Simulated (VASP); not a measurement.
# PdPt2Se6 in VASP: notebook

The runs below take PdPt2Se6 through single point, with PBE.

All numbers are computed with VASP 6.6.1; they aren't measurements. Logs are shortened: lines on timing, memory, paths and dates and some standing lists are left out, and cuts for length are marked.

### 1 The cell of the first run

The structure is trigonal, space group P-31m (No. 162). Conventional cell: a = 6.568 Å, b = 6.568 Å, c = 5.177 Å, α = 90.00°, β = 90.00°, γ = 120.00°. Pd (site symmetry -3m) has 6 Se at 2.55 Å within 3.4 Å. Within 3.3 Å of Pt (site symmetry 32) lie 6 Se at 2.54 Å. Se (site symmetry m) has 2 Pt at 2.54 Å and 1 Pd at 2.55 Å within 3.3 Å.

### 2 Single point, PBE

INCAR

```
PREC     = Accurate       # precision mode
ENCUT    = 520            # plane-wave cutoff, eV
EDIFF    = 1E-7           # SCF threshold, eV
ISMEAR   = 0              # smearing method
SIGMA    = 0.1            # smearing width, eV
LREAL    = F              # projectors in reciprocal space
LASPH    = T              # aspherical terms in the spheres
NELM     = 80             # most SCF steps
ALGO     = Normal         # electronic algorithm
ISIF     = 2              # what is computed and relaxed
LWAVE    = F              # write WAVECAR
LCHARG   = F              # write CHGCAR
GGA      = PE             # functional
NBANDS   = 43             # bands
```

KPOINTS

```
regular mesh
0
Gamma
  3 3 4
```

POSCAR

```
PdPt2Se6
1.0
    6.5682890000      0.0000000000      0.0000000000
   -3.2841445000      5.6883051000      0.0000000000
    0.0000000000      0.0000000000      5.1773769000
Pd Pt Se
1 2 6
Direct
    0.0000000000      0.0000000000      0.0000000000
    0.3333333000      0.6666667000      0.0000000000
    0.6666667000      0.3333333000      0.0000000000
    0.3356200000      0.0000000000      0.2492540000
    0.0000000000      0.3356200000      0.2492540000
    0.6643800000      0.6643800000      0.2492540000
    0.6643800000      0.0000000000      0.7507460000
    0.3356200000      0.3356200000      0.7507460000
    0.0000000000      0.6643800000      0.7507460000
```

Potentials or basis: VASP PAW PBE potentials, release 64 (Pd, Pt, Se).

The run is started by

```sh
$ cat potpaw_PBE.64/Pd/POTCAR potpaw_PBE.64/Pt/POTCAR potpaw_PBE.64/Se/POTCAR > POTCAR
$ mpirun -np 1 vasp_std > vasp.out
```

OUTCAR:

```text
PREC = Accurate
   ENCUT = 520
   EDIFF = 1E-7
   ISMEAR = 0
   LREAL = F
   LASPH = T
   NELM = 80
   ISIF = 2
   GGA = PE

 ion  position               nearest neighbor table
   1  0.000  0.000  0.000-   5 2.55   6 2.55   8 2.55   9 2.55   4 2.55   7 2.55
   2  0.333  0.667  0.000-   4 2.54   9 2.54   7 2.54   5 2.54   8 2.54   6 2.54
   3  0.667  0.333  0.000-   7 2.54   5 2.54   4 2.54   9 2.54   6 2.54   8 2.54
   4  0.336  0.000  0.249-   2 2.54   3 2.54   1 2.55
   5  0.000  0.336  0.249-   3 2.54   2 2.54   1 2.55
   6  0.664  0.664  0.249-   3 2.54   2 2.54   1 2.55
   7  0.664  0.000  0.751-   3 2.54   2 2.54   1 2.55
   8  0.336  0.336  0.751-   2 2.54   3 2.54   1 2.55
   9  0.000  0.664  0.751-   2 2.54   3 2.54   1 2.55

  LATTYP: Found a hexagonal cell.
 ALAT       =     6.5682890000
 C/A-ratio  =     0.7882382916

  Lattice vectors:

 A1 = (   6.5682890000,   0.0000000000,   0.0000000000)
 A2 = (  -3.2841445000,   5.6883051000,   0.0000000000)
 A3 = (   0.0000000000,   0.0000000000,   5.1773769000)

Analysis of symmetry for initial positions (statically):
=====================================================================
 Subroutine PRICEL returns:
 Original cell was already a primitive cell.

 Routine SETGRP: Setting up the symmetry group for a
 hexagonal supercell.

 Subroutine GETGRP returns: Found 12 space group operations
 (whereof 12 operations were pure point group operations)
 out of a pool of 24 trial point group operations.

The static configuration has the point symmetry D_3d.

Analysis of symmetry for dynamics (positions and initial velocities):
=====================================================================
 Subroutine PRICEL returns:
 Original cell was already a primitive cell.

 Routine SETGRP: Setting up the symmetry group for a
 hexagonal supercell.

 Subroutine GETGRP returns: Found 12 space group operations
 (whereof 12 operations were pure point group operations)
 out of a pool of 24 trial point group operations.

The dynamic configuration has the point symmetry D_3d.

 Subroutine INISYM returns: Found 12 space group operations
 (whereof 12 operations are pure point group operations),
 and found     1 'primitive' translations

----------------------------------------------------------------------------------------

                                     Primitive cell

  volume of cell :     193.4394

  direct lattice vectors                    reciprocal lattice vectors
     6.568289000  0.000000000  0.000000000     0.152246651  0.087899645  0.000000000
    -3.284144500  5.688305100  0.000000000     0.000000000  0.175799290  0.000000000
     0.000000000  0.000000000  5.177376900     0.000000000  0.000000000  0.193148001

  length of vectors
     6.568289000  6.568288971  5.177376900     0.175799290  0.175799290  0.193148001

  position of ions in fractional coordinates (direct lattice)
     0.000000000  0.000000000  0.000000000
     0.333333300  0.666666700  0.000000000
     0.666666700  0.333333300  0.000000000
     0.335620000  0.000000000  0.249254000
     0.000000000  0.335620000  0.249254000
     0.664380000  0.664380000  0.249254000
     0.664380000  0.000000000  0.750746000
     0.335620000  0.335620000  0.750746000
     0.000000000  0.664380000  0.750746000

  ion indices of the primitive-cell ions
   primitive index   ion index
                 1           1
                 2           2
                 3           3
                 4           4
                 5           5
                 6           6
                 7           7
                 8           8
                 9           9

----------------------------------------------------------------------------------------

 KPOINTS: regular mesh

Automatic generation of k-mesh.
 Grid dimensions read from file:
 generate k-points for:    3    3    4

 Generating k-lattice:

  Cartesian coordinates                     Fractional coordinates (reciprocal lattice)
     0.050748884  0.029299882  0.000000000     0.333333333  0.000000000  0.000000000
     0.000000000  0.058599763  0.000000000     0.000000000  0.333333333  0.000000000
     0.000000000  0.000000000  0.048287000     0.000000000  0.000000000  0.250000000

  Length of vectors
     0.058599763  0.058599763  0.048287000

  Shift w.r.t. Gamma in fractional coordinates (k-lattice)
     0.000000000  0.000000000  0.000000000

 Subroutine IBZKPT returns following result:
 ===========================================

 Found     10 irreducible k-points:

 Following reciprocal coordinates:
            Coordinates               Weight
  0.000000  0.000000  0.000000      1.000000
  0.333333 -0.000000  0.000000      6.000000
  0.333333  0.333333  0.000000      2.000000
  0.000000  0.000000  0.250000      2.000000
  0.333333 -0.000000  0.250000     12.000000
  0.333333  0.333333  0.250000      2.000000
 -0.333333 -0.333333  0.250000      2.000000
  0.000000  0.000000  0.500000      1.000000
  0.333333 -0.000000  0.500000      6.000000
  0.333333  0.333333  0.500000      2.000000
   k-points           NKPTS =     10   k-points in BZ     NKDIM =     10   number of bands    NBANDS=     43
   number of dos      NEDOS =    301   number of ions     NIONS =      9
   total plane-waves  NPLWV = 100000
   dimension x,y,z NGX =    50 NGY =   50 NGZ =   40
   dimension x,y,z NGXF=   100 NGYF=  100 NGZF=   80
   ions per type =               1   2   6
   NGX,Y,Z   is equivalent  to a cutoff of  12.66, 12.66, 12.84 a.u.
   NGXF,Y,Z  is equivalent  to a cutoff of  25.31, 25.31, 25.69 a.u.
 SYSTEM =  unknown system
   PREC   = accura    normal or accurate (medium, high low for compatibility)
   ISTART =      0    job   : 0-new  1-cont  2-samecut
   ICHARG =      2    charge: 1-file 2-atom 10-const
   ISPIN  =      1    spin polarized calculation?
   LNONCOLLINEAR =      F non collinear calculations
   LSORBIT =      F    spin-orbit coupling
   LASPH  =      T    aspherical Exc in radial PAW
   ENCUT  =  520.0 eV  38.22 Ry    6.18 a.u.  12.21 12.21  9.63*2*pi/ulx,y,z
   NELM   =     80;   NELMIN=  2; NELMDL= -5     # of ELM steps
   EDIFF  = 0.1E-06   stopping-criterion for ELM
   LREAL  =      F    real-space projection
   EDIFFG = 0.1E-05   stopping-criterion for IOM
   NSW    =      0    number of steps for IOM
   IBRION =     -1    ionic relax: 0-MD 1-quasi-New 2-CG
   NFREE  =      0    steps in history (QN), initial steepest desc. (CG)
   ISIF   =      2    stress and relaxation
   ISYM   =      2    0-nonsym 1-usesym 2-fastsym
   POTIM  = 0.5000    time-step for ionic-motion
   TEBEG  =    0.0;   TEEND  =   0.0 temperature during run
   PSTRESS=    0.0 pullay stress
   NELECT =      66.0000    total number of electrons
   NUPDOWN=      -1.0000    fix difference up-down
   EMIN   =  10.00;   EMAX   =-10.00  energy-range for DOS
   EFERMI =   0.00;   METHOD = LEGACY
   ISMEAR =     0;   SIGMA  =   0.10  broadening in eV -4-tet -1-fermi 0-gaus
   EFERMI_NEDOS =   21; number of points for ismear=-14 and -15
   IALGO  =     38    algorithm
   IMIX   =      4    mixing-type and parameters
     AMIX     =   0.40;   BMIX     =  1.00
     AMIX_MAG =   1.60;   BMIX_MAG =  1.00
  volume/ion in A,a.u.               =      21.49       145.04
  Fermi-wavevector in a.u.,A,eV,Ry     =   1.143952  2.161756 17.804943  1.308626
  Thomas-Fermi vector in A             =   2.280646
   LORBIT       =      0    0 simple, 1 ext, 2 COOP (PROOUT), +10 PAW based schemes
   GGA     = PE    functional components
   LHFCALC =     F    Hartree Fock is set to
   AEXX    =    0.0000 exact exchange contribution
   IVDW    =     0    specifies the selected vdW correction
   LEPSILON=     F    determine dielectric tensor
   LRPA    =     F    only Hartree local field effects (RPA)
 non-spin polarized calculation
 Gauss-broadening in eV      SIGMA  =   0.10
  energy-cutoff  :      520.00
  volume of cell :      193.44
 maximum number of plane-waves:      5227
 NGX is ok and might be reduce to    50
   NGX = 25   NGY = 25   NGZ = 19

 number of electron      66.0000001 magnetization

 Free energy of the ion-electron system (eV)
  ---------------------------------------------------
  ext. energy  EPLUGINS =         0.00000000
  ---------------------------------------------------
  free energy    TOTEN  =       -41.59163441 eV

  energy without entropy =      -41.57688406  energy(sigma->0) =      -41.58425924

 E-fermi :   5.4265     XC(G=0): -10.3101

 val. band max:        5.4013093908   @ k =   0.3333  -0.0000   0.0000
 cond. band min:       5.4634354055   @ k =  -0.3333  -0.3333   0.2500
 fundamental gap:      0.0621260146
 Fermi energy:         5.4264904651

 k-point     1 :       0.0000    0.0000    0.0000
  band No.  band energies     occupation
      1      -9.4560      2.00000
      2      -7.7117      2.00000
      3      -7.7117      2.00000
      4      -7.7113      2.00000
      5      -7.7113      2.00000
      6      -7.0462      2.00000
[... 35 lines left out ...]
     42       9.6491      0.00000
     43      10.5401      0.00000

 k-point     2 :       0.3333   -0.0000    0.0000
  band No.  band energies     occupation
      1      -9.1093      2.00000
      2      -8.2796      2.00000
      3      -7.8691      2.00000
      4      -7.7089      2.00000
      5      -7.4495      2.00000
      6      -7.1664      2.00000
[... 35 lines left out ...]
     42      11.2264      0.00000
     43      11.4940      0.00000

 k-point     3 :       0.3333    0.3333    0.0000
  band No.  band energies     occupation
      1      -8.5728      2.00000
      2      -8.5728      2.00000
      3      -8.3971      2.00000
      4      -7.4322      2.00000
      5      -7.3628      2.00000
      6      -7.3628      2.00000
[... 35 lines left out ...]
     42      10.7913      0.00000
     43      11.9637      0.00000

 k-point     4 :       0.0000    0.0000    0.2500
  band No.  band energies     occupation
      1      -9.2505      2.00000
      2      -7.7150      2.00000
      3      -7.7149      2.00000
      4      -7.6839      2.00000
      5      -7.6839      2.00000
      6      -7.4684      2.00000
[... 35 lines left out ...]
     42      10.6791      0.00000
     43      11.5724      0.00000

 k-point     5 :       0.3333   -0.0000    0.2500
  band No.  band energies     occupation
      1      -8.9199      2.00000
      2      -8.1618      2.00000
      3      -7.8779      2.00000
      4      -7.6636      2.00000
      5      -7.5668      2.00000
      6      -7.4819      2.00000
[... 35 lines left out ...]
     42      11.3171      0.00000
     43      11.4845      0.00000

 k-point     6 :       0.3333    0.3333    0.2500
  band No.  band energies     occupation
      1      -8.3772      2.00000
      2      -8.3772      2.00000
      3      -8.2116      2.00000
      4      -7.6482      2.00000
      5      -7.6117      2.00000
      6      -7.6117      2.00000
[... 35 lines left out ...]
     42      10.6796      0.00000
     43      11.5186      0.00000

 k-point     7 :      -0.3333   -0.3333    0.2500
  band No.  band energies     occupation
      1      -8.4717      2.00000
      2      -8.4717      2.00000
      3      -8.3151      2.00000
      4      -7.4973      2.00000
      5      -7.4583      2.00000
      6      -7.4583      2.00000
[... 35 lines left out ...]
     42      10.4523      0.00000
     43      11.1386      0.00000

 k-point     8 :       0.0000    0.0000    0.5000
  band No.  band energies     occupation
      1      -8.9152      2.00000
      2      -7.9944      2.00000
      3      -7.7094      2.00000
      4      -7.7094      2.00000
      5      -7.6651      2.00000
      6      -7.6651      2.00000
[... 35 lines left out ...]
     42      11.9015      0.00000
     43      12.5176      0.00000

 k-point     9 :       0.3333   -0.0000    0.5000
  band No.  band energies     occupation
      1      -8.5993      2.00000
      2      -7.9313      2.00000
      3      -7.9256      2.00000
      4      -7.8780      2.00000
      5      -7.7981      2.00000
      6      -7.6203      2.00000
[... 35 lines left out ...]
     42      11.0982      0.00000
     43      11.6247      0.00000

 k-point    10 :       0.3333    0.3333    0.5000
  band No.  band energies     occupation
      1      -8.1800      2.00000
      2      -8.1800      2.00000
      3      -8.0287      2.00000
      4      -7.8156      2.00000
      5      -7.8049      2.00000
      6      -7.8049      2.00000
[... 35 lines left out ...]
     42      10.6349      0.00000
     43      11.1674      0.00000

------------------------ aborting loop because EDIFF is reached ----------------------------------------

  FORCE on cell =-STRESS in cart. coord.  units (eV):
  Direction    XX          YY          ZZ          XY          YZ          ZX
  --------------------------------------------------------------------------------------
  -------------------------------------------------------------------------------------
  Total        0.0398571      0.0398571      0.0545796     -0.0000000     -0.0000000      0.0000000
  in kB        0.3301195      0.3301195      0.4520600     -0.0000000     -0.0000000      0.0000000
  external PRESSURE =       0.3707663 kB  Pullay stress =       0.0000000 kB

 VOLUME and BASIS-vectors are now :
 -----------------------------------------------------------------------------
  energy-cutoff  :      520.00
  volume of cell :      193.44
      direct lattice vectors                 reciprocal lattice vectors
     6.568289000  0.000000000  0.000000000     0.152246651  0.087899645  0.000000000
    -3.284144500  5.688305100  0.000000000     0.000000000  0.175799290  0.000000000
     0.000000000  0.000000000  5.177376900     0.000000000  0.000000000  0.193148001

 POSITION                                       TOTAL-FORCE (eV/Angst)
 -----------------------------------------------------------------------------------
      0.00000      0.00000      0.00000        -0.000000      0.000000     -0.000000
     -0.00000      3.79220      0.00000        -0.000000      0.000000     -0.000000
      3.28414      1.89610      0.00000        -0.000000      0.000000     -0.000000
      2.20445      0.00000      1.29048        -0.013710      0.000000      0.003405
     -1.10222      1.90911      1.29048         0.006855     -0.011873      0.003405
      2.18192      3.77920      1.29048         0.006855      0.011873      0.003405
      4.36384      0.00000      3.88689         0.013710      0.000000     -0.003405
      1.10222      1.90911      3.88689        -0.006855     -0.011873     -0.003405
     -2.18192      3.77920      3.88689        -0.006855      0.011873     -0.003405
 -----------------------------------------------------------------------------------
    total drift:                               -0.000000      0.000000     -0.000000

  FREE ENERGIE OF THE ION-ELECTRON SYSTEM (eV)
  ---------------------------------------------------
  free  energy   TOTEN  =       -41.5916344128 eV

  energy  without entropy=      -41.5768840639  energy(sigma->0) =      -41.58425924
```

Wall time 66 s (1 thread of AMD EPYC 9R45 (Zen 5), shared host); peak memory 0.31 GiB.

Results:

* Free energy: -41.5916 eV
* Pressure: 0.0 GPa
* Largest force: 0.014 eV/Å
* Band gap on the k mesh: zero (band 33 reaches 5.40 eV, above the bottom of band 34 at 5.28 eV)

Forces on the atoms (eV/Å):
```
Pd   0.000  0.000  0.000
Pt   0.000  0.000  0.000
Pt   0.000  0.000  0.000
Se  -0.014  0.000  0.003
Se   0.007 -0.012  0.003
Se   0.007  0.012  0.003
Se   0.014  0.000 -0.003
Se  -0.007 -0.012 -0.003
Se  -0.007  0.012 -0.003
```

Levels at points of the mesh, in eV from the Fermi level:
| k point | band 29 | band 30 | band 31 | band 32 | band 33 | band 34 | band 35 | band 36 | band 37 | band 38 |
| --- | --- | --- | --- | --- | --- | --- | --- | --- | --- | --- |
| (0.00, 0.00, 0.00) | -1.45 | -1.45 | -0.71 | -0.71 | -0.14 | -0.14 | 0.25 | 0.25 | 0.61 | 1.47 |
| (0.00, 0.00, 0.50) | -2.13 | -2.13 | -1.39 | -1.11 | -1.11 | 1.60 | 1.60 | 2.10 | 2.10 | 2.26 |

Caveat: the k points lie up to 0.37 Å⁻¹ apart; spin-orbit coupling is left out, which moves the levels of the heavy elements.

### 3 Single point, PBE

INCAR

```
PREC = Accurate
ENCUT = 520
EDIFF = 1E-6
ISMEAR = 0
SIGMA = 0.2
LREAL = F
LASPH = T
NELM = 100
ALGO = Normal
ISIF = 2
LWAVE = F
LCHARG = F
GGA = PE
NBANDS = 43
```

KPOINTS

```
regular mesh
0
Gamma
  4 6 6
```

POSCAR

```
PdPt2Se6
1.0
   -0.0066417186     -0.0021315474      5.1778247455
    6.5745898957     -0.0002425505     -0.0084820726
   -3.2876692364      5.6860419386      0.0020968001
Pd Pt Se
1 2 6
Direct
   -0.0001127278     -0.0000494173     -0.0000273054
    0.0000067894      0.3333624579      0.6667261275
    0.0001179660      0.6666354904      0.3333017269
    0.2493370108      0.3360985313      0.0001170635
    0.2489136614      1.0005991561      0.3357222486
    0.2490503800      0.6650084406      0.6646689907
    0.7507957944      0.6637771423     -0.0001077980
    0.7509362022      0.3351401504      0.3354522049
    0.7509549235      0.9994280485      0.6641467416
```

Potentials or basis: VASP PAW PBE potentials, release 64 (Pd, Pt, Se).

The run is started by

```sh
$ cat potpaw_PBE.64/Pd/POTCAR potpaw_PBE.64/Pt/POTCAR potpaw_PBE.64/Se/POTCAR > POTCAR
$ mpirun -np 1 vasp_std > vasp.out
```

Run time: 7.9 min. Hardware: 1 thread of Intel Xeon Platinum 8559C (Emerald Rapids), shared host; peak memory 0.69 GiB.

Results (log left out):

* Free energy: -41.6088 eV
* Pressure: 0.0 GPa
* Largest force: 0.016 eV/Å
* Band gap on the k mesh: zero (band 33 reaches 5.56 eV, above the bottom of band 34 at 5.28 eV)

Forces on the atoms (eV/Å):
```
Pd   0.004  0.002  0.001
Pt   0.001 -0.004 -0.001
Pt   0.001  0.002 -0.002
Se   0.000  0.001  0.006
Se  -0.007  0.000  0.014
Se  -0.006 -0.002  0.010
Se   0.001 -0.001 -0.009
Se   0.002  0.000 -0.008
Se   0.004  0.002 -0.010
```

Stress tensor (GPa, compression positive):
```
-0.09  0.00  0.00
 0.00  0.01  0.01
 0.00  0.01 -0.03
```

Levels at points of the mesh, in eV from the Fermi level:
| k point | band 30 | band 31 | band 32 | band 33 | band 34 | band 35 | band 36 | band 37 |
| --- | --- | --- | --- | --- | --- | --- | --- | --- |
| (0.00, 0.00, 0.00) | -1.47 | -0.75 | -0.74 | -0.17 | -0.17 | 0.22 | 0.22 | 0.58 |
| (0.50, 0.00, 0.00) | -2.16 | -1.42 | -1.15 | -1.14 | 1.57 | 1.57 | 2.07 | 2.07 |
| (0.00, 0.50, 0.00) | -2.07 | -1.89 | -0.38 | -0.19 | 0.37 | 0.81 | 0.90 | 1.26 |
| (0.50, 0.50, 0.00) | -1.32 | -1.22 | -1.13 | -1.04 | 0.05 | 0.44 | 1.05 | 1.12 |
| (0.00, 0.00, 0.50) | -2.07 | -1.89 | -0.37 | -0.18 | 0.36 | 0.81 | 0.90 | 1.26 |
| (0.50, 0.00, 0.50) | -1.33 | -1.24 | -1.13 | -1.04 | 0.06 | 0.45 | 1.05 | 1.12 |
| (0.00, 0.50, 0.50) | -2.07 | -1.90 | -0.39 | -0.20 | 0.37 | 0.82 | 0.90 | 1.26 |
| (0.50, 0.50, 0.50) | -1.31 | -1.22 | -1.13 | -1.04 | 0.05 | 0.44 | 1.05 | 1.12 |

Caveat: spin-orbit coupling is left out, which moves the levels of the heavy elements.
